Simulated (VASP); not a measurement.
Input of a VASP 6.6.1 run:

Contents of POSCAR:

```
AlCu3
1.0
    4.9469655586      0.0000000000      0.0000000000
   -2.4734827793      4.2841978454      0.0000000000
    0.0000000000      0.0000000000      4.0211212909
Al Cu
2 6
Direct
    0.6666666667      0.3333333333      0.2500000000
    0.3333333333      0.6666666667      0.7500000000
    0.3313995762      0.1656997881      0.7500000000
    0.8343002119      0.1656997881      0.7500000000
    0.8343002119      0.6686004238      0.7500000000
    0.6686004238      0.8343002119      0.2500000000
    0.1656997881      0.8343002119      0.2500000000
    0.1656997881      0.3313995762      0.2500000000
```

Contents of INCAR.step1:

```
PREC = Accurate
ENCUT = 520
ISMEAR = 0
SIGMA = 0.1
LREAL = False
LASPH = True
NELM = 100
NBANDS = 46
GGA = PE
ALGO = Normal
EDIFF = 1E-4
LWAVE = True
LCHARG = False
```

File INCAR.step2:

```
PREC = Accurate
ENCUT = 520
EDIFF = 1E-6
ISMEAR = 0
SIGMA = 0.1
LREAL = False
LASPH = True
NELM = 100
ALGO = Normal
ISIF = 2
LWAVE = False
LCHARG = False
METAGGA = R2SCAN
LMIXTAU = True
NBANDS = 46
ISTART = 1
```

Contents of KPOINTS:

```
Automatic mesh
0
Gamma
  12 12 8
```

Potentials or basis: VASP PAW PBE potentials, release 64 (Al, Cu).

Run with:

```bash
$ cat potpaw_PBE.64/Al/POTCAR potpaw_PBE.64/Cu/POTCAR > POTCAR
$ cp INCAR.step1 INCAR
$ mpirun -np 1 vasp_std > vasp.out
$ cp INCAR.step2 INCAR
$ mpirun -np 1 vasp_std > vasp.out
```

Task: Estimate the band gap on the k mesh.

Result: Zero (bands 36 and 37 overlap by 3.09 eV).

Task: Estimate the largest force.

Result: 0.008 eV/Å.

Task: Estimate the pressure.

Result: 25.2 GPa.

Forces on the atoms (eV/Å):
```
Al   0.000  0.000  0.000
Al   0.000  0.000  0.000
Cu   0.007  0.004  0.000
Cu  -0.007  0.004  0.000
Cu   0.000 -0.008  0.000
Cu  -0.007 -0.004  0.000
Cu   0.007 -0.004  0.000
Cu   0.000  0.008  0.000
```

Caveat: the cell stands under pressure; the PAW data sets were made with another functional, which shifts forces and pressure a little.
